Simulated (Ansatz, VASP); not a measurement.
**Two plane-wave programs on MgSe**

```
Mg Se
1.0
     0.00000    2.72550    2.72550
     2.72550    0.00000    2.72550
     2.72550    2.72550    0.00000
Mg Se
1 1
Direct
  0.00000 0.00000 0.00000
  0.50000 0.50000 0.50000
```

Alike in both runs: task single point; functional r2SCAN; k mesh 10 × 10 × 10; occupations gaussian, width 0.05 eV; no spin polarisation.

|  | VASP | Ansatz |
| --- | --- | --- |
| version | VASP 6.6.1 | Ansatz 0.2.0 |
| potentials or method | VASP PAW PBE potentials, release 64 (Mg, Se), cutoff 660 eV | scalar-relativistic, plane waves, PAW |
| valence electrons in the cell | 8 | 26 |

```tsv
	VASP	Ansatz	Ansatz less VASP
gap on the k mesh at the Fermi level (eV)	2.46	2.50	+0.037
least direct gap on the mesh (eV)	3.50	3.52	+0.027
pressure (GPa)	0.5	0.8	+0.30
```

VASP's potentials were made for PBE, not for r2SCAN. With one functional, cell and mesh, what is left measures potentials, basis and numerics. VASP's potentials hold 8 valence electrons a cell and Ansatz's 26, so a difference there can come from the potentials and not from the codes.
